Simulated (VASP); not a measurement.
# BeTe (F-43m) in VASP: a series of runs

BeTe is run at these levels: LDA; tasks: relaxation of cell and atoms.

All numbers are computed with VASP 6.6.1; they aren't measurements. Logs are shortened: lines on timing, memory, paths and dates and some standing lists are left out, and cuts for length are marked.

**1. The cell of the first run**

It takes space group F-43m (No. 216, cubic). The conventional cell has a = 5.554 Å, b = 5.554 Å, c = 5.554 Å, α = 90.00°, β = 90.00°, γ = 90.00°. Within 3.2 Å of Be (site symmetry -43m) lie 4 Te at 2.41 Å. Within 3.2 Å of Te (site symmetry -43m) lie 4 Be at 2.41 Å.

**2. Relaxation of cell and atoms, LDA, target pressure 1 GPa, at which the enthalpy is minimised**

File INCAR:

```
PREC     = Accurate       # precision mode
ENCUT    = 600            # plane-wave cutoff, eV
EDIFF    = 1E-6           # SCF threshold, eV
ISMEAR   = 0              # smearing method
SIGMA    = 0.01           # smearing width, eV
LREAL    = F              # projectors in reciprocal space
LASPH    = T              # aspherical terms in the spheres
NELM     = 60             # most SCF steps
ALGO     = Normal         # electronic algorithm
ISIF     = 3              # what is computed and relaxed
LWAVE    = F              # write WAVECAR
LCHARG   = F              # write CHGCAR
IBRION   = 2              # ionic algorithm
NSW      = 100            # ionic steps
EDIFFG   = -0.002         # ionic threshold
PSTRESS  = 10.0
```

File KPOINTS:

```
regular mesh
0
Gamma
  8 8 8
```

File POSCAR:

```
BeTe
1.0
    0.0000000000      2.7772235934      2.7772235934
    2.7772235934      0.0000000000      2.7772235934
    2.7772235934      2.7772235934      0.0000000000
Be Te
1 1
Direct
    0.0000000000      0.0000000000      0.0000000000
    0.7500000000      0.7500000000      0.7500000000
```

Potentials or basis: VASP PAW LDA potentials, release 64 (Be, Te).

On the command line:

```console
$ cat potpaw_LDA.64/Be/POTCAR potpaw_LDA.64/Te/POTCAR > POTCAR
$ mpirun -np 1 vasp_std > vasp.out
```

OUTCAR:

```text
PREC = Accurate
   ENCUT = 600
   EDIFF = 1E-6
   ISMEAR = 0
   LREAL = F
   LASPH = T
   NELM = 60
   ISIF = 3
   IBRION = 2
   NSW = 100
   EDIFFG = -0.002
   PSTRESS = 10.0

 ion  position               nearest neighbor table
   1  0.000  0.000  0.000-   2 2.41   2 2.41   2 2.41   2 2.41
   2  0.750  0.750  0.750-   1 2.41   1 2.41   1 2.41   1 2.41

  LATTYP: Found a face centered cubic cell.
 ALAT       =     5.5544471868

  Lattice vectors:

 A1 = (   0.0000000000,   2.7772235934,   2.7772235934)
 A2 = (   2.7772235934,   0.0000000000,   2.7772235934)
 A3 = (   2.7772235934,   2.7772235934,   0.0000000000)

Analysis of symmetry for initial positions (statically):
=====================================================================
 Subroutine PRICEL returns:
 Original cell was already a primitive cell.

 Routine SETGRP: Setting up the symmetry group for a
 face centered cubic supercell.

 Subroutine GETGRP returns: Found 24 space group operations
 (whereof 24 operations were pure point group operations)
 out of a pool of 48 trial point group operations.

The static configuration has the point symmetry T_d .

Analysis of symmetry for dynamics (positions and initial velocities):
=====================================================================
 Subroutine PRICEL returns:
 Original cell was already a primitive cell.

 Routine SETGRP: Setting up the symmetry group for a
 face centered cubic supercell.

 Subroutine GETGRP returns: Found 24 space group operations
 (whereof 24 operations were pure point group operations)
 out of a pool of 48 trial point group operations.

The dynamic configuration has the point symmetry T_d .

 Subroutine INISYM returns: Found 24 space group operations
 (whereof 24 operations are pure point group operations),
 and found     1 'primitive' translations

----------------------------------------------------------------------------------------

                                     Primitive cell

  volume of cell :      42.8413

  direct lattice vectors                    reciprocal lattice vectors
     0.000000000  2.777223593  2.777223593    -0.180035918  0.180035918  0.180035918
     2.777223593  0.000000000  2.777223593     0.180035918 -0.180035918  0.180035918
     2.777223593  2.777223593  0.000000000     0.180035918  0.180035918 -0.180035918

  length of vectors
     3.927587272  3.927587272  3.927587272     0.311831358  0.311831358  0.311831358

  position of ions in fractional coordinates (direct lattice)
     0.000000000  0.000000000  0.000000000
     0.750000000  0.750000000  0.750000000

  ion indices of the primitive-cell ions
   primitive index   ion index
                 1           1
                 2           2

----------------------------------------------------------------------------------------

 KPOINTS: regular mesh

Automatic generation of k-mesh.
 Grid dimensions read from file:
 generate k-points for:    8    8    8

 Generating k-lattice:

  Cartesian coordinates                     Fractional coordinates (reciprocal lattice)
    -0.022504490  0.022504490  0.022504490     0.125000000  0.000000000  0.000000000
     0.022504490 -0.022504490  0.022504490     0.000000000  0.125000000  0.000000000
     0.022504490  0.022504490 -0.022504490     0.000000000  0.000000000  0.125000000

  Length of vectors
     0.038978920  0.038978920  0.038978920

  Shift w.r.t. Gamma in fractional coordinates (k-lattice)
     0.000000000  0.000000000  0.000000000

 Subroutine IBZKPT returns following result:
 ===========================================

 Found     29 irreducible k-points:

 Following reciprocal coordinates:
            Coordinates               Weight
  0.000000  0.000000  0.000000      1.000000
  0.125000  0.000000  0.000000      8.000000
  0.250000  0.000000  0.000000      8.000000
  0.375000  0.000000  0.000000      8.000000
  0.500000  0.000000  0.000000      4.000000
  0.125000  0.125000  0.000000      6.000000
[... 16 lines left out ...]
  0.500000  0.250000  0.125000     48.000000
 -0.375000  0.250000  0.125000     24.000000
 [... further k-points ...]
   k-points           NKPTS =     29   k-points in BZ     NKDIM =     29   number of bands    NBANDS=      8
   number of dos      NEDOS =    301   number of ions     NIONS =      2
   total plane-waves  NPLWV =  32768
   dimension x,y,z NGX =    32 NGY =   32 NGZ =   32
   dimension x,y,z NGXF=    64 NGYF=   64 NGZF=   64
   ions per type =               1   1
   NGX,Y,Z   is equivalent  to a cutoff of  13.54, 13.54, 13.54 a.u.
   NGXF,Y,Z  is equivalent  to a cutoff of  27.09, 27.09, 27.09 a.u.
 SYSTEM =  unknown system
   PREC   = accura    normal or accurate (medium, high low for compatibility)
   ISTART =      0    job   : 0-new  1-cont  2-samecut
   ICHARG =      2    charge: 1-file 2-atom 10-const
   ISPIN  =      1    spin polarized calculation?
   LNONCOLLINEAR =      F non collinear calculations
   LSORBIT =      F    spin-orbit coupling
   LASPH  =      T    aspherical Exc in radial PAW
   ENCUT  =  600.0 eV  44.10 Ry    6.64 a.u.   7.84  7.84  7.84*2*pi/ulx,y,z
   NELM   =     60;   NELMIN=  2; NELMDL= -5     # of ELM steps
   EDIFF  = 0.1E-05   stopping-criterion for ELM
   LREAL  =      F    real-space projection
   EDIFFG = -.2E-02   stopping-criterion for IOM
   NSW    =    100    number of steps for IOM
   IBRION =      2    ionic relax: 0-MD 1-quasi-New 2-CG
   NFREE  =      1    steps in history (QN), initial steepest desc. (CG)
   ISIF   =      3    stress and relaxation
   ISYM   =      2    0-nonsym 1-usesym 2-fastsym
   POTIM  = 0.5000    time-step for ionic-motion
   TEBEG  =    0.0;   TEEND  =   0.0 temperature during run
   PSTRESS=   10.0 pullay stress
   NELECT =       8.0000    total number of electrons
   NUPDOWN=      -1.0000    fix difference up-down
   EMIN   =  10.00;   EMAX   =-10.00  energy-range for DOS
   EFERMI =   0.00;   METHOD = LEGACY
   ISMEAR =     0;   SIGMA  =   0.01  broadening in eV -4-tet -1-fermi 0-gaus
   EFERMI_NEDOS =   21; number of points for ismear=-14 and -15
   IALGO  =     38    algorithm
   IMIX   =      4    mixing-type and parameters
     AMIX     =   0.40;   BMIX     =  1.00
     AMIX_MAG =   1.60;   BMIX_MAG =  1.00
  volume/ion in A,a.u.               =      21.42       144.55
  Fermi-wavevector in a.u.,A,eV,Ry     =   0.935730  1.768274 11.913139  0.875591
  Thomas-Fermi vector in A             =   2.062667
   LORBIT       =      0    0 simple, 1 ext, 2 COOP (PROOUT), +10 PAW based schemes
   GGA     = CA    functional components
   LHFCALC =     F    Hartree Fock is set to
   AEXX    =    0.0000 exact exchange contribution
   IVDW    =     0    specifies the selected vdW correction
   LEPSILON=     F    determine dielectric tensor
   LRPA    =     F    only Hartree local field effects (RPA)
 conjugate gradient relaxation of ions
 non-spin polarized calculation
 Gauss-broadening in eV      SIGMA  =   0.01
  energy-cutoff  :      600.00
  volume of cell :       42.84
 maximum number of plane-waves:      1459
   NGX = 15   NGY = 15   NGZ = 15

--------------------------------------- Ionic step        1  -------------------------------------------

 number of electron       8.0000000 magnetization

 Free energy of the ion-electron system (eV)
  ---------------------------------------------------
  ext. energy  EPLUGINS =         0.00000000
  ---------------------------------------------------
  free energy    TOTEN  =        -8.72654731 eV

  energy without entropy =       -8.72654731  energy(sigma->0) =       -8.72654731

------------------------ aborting loop because EDIFF is reached ----------------------------------------

  FORCE on cell =-STRESS in cart. coord.  units (eV):
  Direction    XX          YY          ZZ          XY          YZ          ZX
  --------------------------------------------------------------------------------------
  -------------------------------------------------------------------------------------
  Total        0.0743497      0.0743497      0.0743497      0.0000000      0.0000000      0.0000000
  in kB        2.7805262      2.7805262      2.7805262      0.0000000      0.0000000      0.0000000
  external PRESSURE =      -7.2194738 kB  Pullay stress =      10.0000000 kB
[... 61 lines left out ...]
  enthalpy is  TOTEN    =        -8.4601317157 eV   P V=        0.2636761922

--------------------------------------- Ionic step        3  -------------------------------------------

 number of electron       8.0000000 magnetization

 Free energy of the ion-electron system (eV)
  ---------------------------------------------------
  ext. energy  EPLUGINS =         0.00000000
  ---------------------------------------------------
  free energy    TOTEN  =        -8.72468612 eV

  energy without entropy =       -8.72468612  energy(sigma->0) =       -8.72468612

 E-fermi :   5.6061     XC(G=0):  -9.4745

 val. band max:        5.5490470354   @ k =   0.0000   0.0000   0.0000
 cond. band min:       7.2915554316   @ k =   0.5000   0.5000   0.0000
 fundamental gap:      1.7425083961
 Fermi energy:         5.6060746449

 k-point     1 :       0.0000    0.0000    0.0000
  band No.  band energies     occupation
      1      -7.1252      2.00000
      2       5.5490      2.00000
      3       5.5490      2.00000
      4       5.5490      2.00000
      5       9.0879      0.00000
      6       9.0879      0.00000
      7       9.0879      0.00000
      8       9.6642      0.00000
[... 243 lines left out ...]
 k-point    24 :      -0.3750    0.2500    0.1250
  band No.  band energies     occupation
      1      -5.3963      2.00000
      2       0.1298      2.00000
      3       2.4676      2.00000
      4       3.4844      2.00000
      5       9.6628      0.00000
      6       9.9668      0.00000
      7      12.3314      0.00000
      8      13.3912      0.00000

 [... further k-points ...]

------------------------ aborting loop because EDIFF is reached ----------------------------------------

  FORCE on cell =-STRESS in cart. coord.  units (eV):
  Direction    XX          YY          ZZ          XY          YZ          ZX
  --------------------------------------------------------------------------------------
  -------------------------------------------------------------------------------------
  Total        0.2661009      0.2661009      0.2661009     -0.0000000      0.0000000      0.0000000
  in kB       10.0616671     10.0616671     10.0616671     -0.0000000      0.0000000      0.0000000
  external PRESSURE =       0.0616671 kB  Pullay stress =      10.0000000 kB
[... 17 lines left out ...]
  FREE ENERGIE OF THE ION-ELECTRON SYSTEM (eV)
  ---------------------------------------------------
  free  energy   TOTEN  =        -8.7246861175 eV

  energy  without entropy=       -8.7246861175  energy(sigma->0) =       -8.72468612

  enthalpy is  TOTEN    =        -8.4602161588 eV   P V=        0.2644699587

 reached required accuracy - stopping structural energy minimisation
```

Run time: 7.8 s. Hardware: 1 thread of Intel Xeon 6975P-C (Granite Rapids), shared host; peak memory 0.16 GiB.

What came out:

| Item | Value |
| --- | --- |
| Free energy | -8.7247 eV |
| Relaxed volume | 21.19 Å³/atom |
| Relaxed cell | a = 3.913 Å, b = 3.913 Å, c = 3.913 Å, α = 60.00°, β = 60.00°, γ = 60.00° |
| Space group after relaxing (to 0.05 Å) | F-43m (No. 216) |
| Energy change on relaxing (the enthalpy is what falls) | +0.9 meV/atom |
| Ionic steps | 3 |
| Pressure after relaxing | 1.0 GPa |
| Band gap on the k mesh | 1.74 eV, indirect (least direct gap 3.54 eV) |

Step by step:
| step | energy change (eV) | largest force (eV/Å) | pressure (GPa) | volume (Å³) |
| --- | --- | --- | --- | --- |
| 1 | 0.0000 | 0.0000 | 0.28 | 42.84 |
| 2 | 0.0027 | 0.0000 | 1.20 | 42.25 |
| 3 | 0.0019 | 0.0000 | 1.01 | 42.37 |

Final structure:
```cif
data_structure
_symmetry_space_group_name_H-M 'P 1'
_symmetry_Int_Tables_number 1
_cell_length_a 3.9132
_cell_length_b 3.9132
_cell_length_c 3.9132
_cell_angle_alpha 60.000
_cell_angle_beta 60.000
_cell_angle_gamma 60.000
_cell_volume 42.37
loop_
_atom_site_label
_atom_site_type_symbol
_atom_site_fract_x
_atom_site_fract_y
_atom_site_fract_z
_atom_site_occupancy
Be1 Be 0.00000 0.00000 0.00000 1
Te1 Te 0.75000 0.75000 0.75000 1
```

Levels at points of the mesh, in eV from the valence-band top:
| k point | band 1 | band 2 | band 3 | band 4 | band 5 | band 6 | band 7 | band 8 |
| --- | --- | --- | --- | --- | --- | --- | --- | --- |
| (0.00, 0.00, 0.00) | -12.67 | 0.00 | 0.00 | 0.00 | 3.54 | 3.54 | 3.54 | 4.12 |
| (0.50, 0.00, 0.00) | -11.21 | -5.88 | -1.22 | -1.22 | 3.20 | 4.53 | 4.53 | 7.63 |
| (0.50, 0.50, 0.00) | -10.67 | -5.37 | -2.85 | -2.85 | 1.74 | 2.58 | 9.93 | 9.93 |

Caveat: the cell is relaxed towards a set pressure, so the enthalpy falls and the energy may rise; spin-orbit coupling is left out, which moves the levels of the heavy elements. Zero-point motion and thermal expansion aren't in these numbers.

**3. Relaxation of cell and atoms, LDA, target pressure 2 GPa, at which the enthalpy is minimised**

File INCAR:

```
SYSTEM = BeTe
ALGO = Normal
EDIFF = 1E-6
EDIFFG = -0.002
ENCUT = 600
GGA = CA
IBRION = 2
ISIF = 3
ISMEAR = 0
LASPH = .True.
LCHARG = .False.
LREAL = .False.
LWAVE = .False.
NELM = 100
NSW = 100
PREC = Accurate
PSTRESS = 20.0
SIGMA = 0.01
```

File KPOINTS:

```
k-points
0
Gamma
  8 8 8
  0 0 0
```

POSCAR is that of step 2.

Potentials or basis: VASP PAW LDA potentials, release 64 (Be, Te).

On the command line:

```console
$ cat potpaw_LDA.64/Be/POTCAR potpaw_LDA.64/Te/POTCAR > POTCAR
$ mpirun -np 1 vasp_std > vasp.out
```

Wall time 8.6 s (1 thread of Intel Xeon 6975P-C (Granite Rapids), shared host); peak memory 0.16 GiB.

The run converged. Its results:

| Item | Value |
| --- | --- |
| Free energy | -8.7190 eV |
| Relaxed volume | 20.88 Å³/atom |
| Relaxed cell | a = 3.895 Å, b = 3.895 Å, c = 3.895 Å, α = 60.00°, β = 60.00°, γ = 60.00° |
| Space group after relaxing (to 0.05 Å) | F-43m (No. 216) |
| Energy change on relaxing (the enthalpy is what falls) | +3.7 meV/atom |
| Ionic steps | 3 |
| Pressure after relaxing | 2.0 GPa |
| Band gap on the k mesh | 1.71 eV, indirect (least direct gap 3.52 eV) |

Step by step:
| step | energy change (eV) | largest force (eV/Å) | pressure (GPa) | volume (Å³) |
| --- | --- | --- | --- | --- |
| 1 | 0.0000 | 0.0000 | 0.28 | 42.84 |
| 2 | 0.0124 | 0.0000 | 2.59 | 41.43 |
| 3 | 0.0075 | 0.0000 | 2.01 | 41.77 |

Final structure:
```xyz
2
Lattice="0.0000 2.7539 2.7539 2.7539 0.0000 2.7539 2.7539 2.7539 0.0000" Properties=species:S:1:pos:R:3 pbc="T T T"
Be    0.0000    0.0000    0.0000
Te    4.1308    4.1308    4.1308
```

Levels at points of the mesh, in eV from the valence-band top:
```
           k point  band 1  band 2  band 3  band 4  band 5  band 6  band 7  band 8
(0.00, 0.00, 0.00)  -12.78    0.00    0.00    0.00    3.53    3.53    3.53    4.22
(0.50, 0.00, 0.00)  -11.27   -5.97   -1.25   -1.25    3.24    4.52    4.52    7.62
(0.50, 0.50, 0.00)  -10.72   -5.45   -2.90   -2.90    1.71    2.56   10.02   10.02
```

Caveat: the cell is relaxed towards a set pressure, so the enthalpy falls and the energy may rise; spin-orbit coupling is left out, which moves the levels of the heavy elements. Zero-point motion and thermal expansion aren't in these numbers.

(Continued in part 2 of 2.)
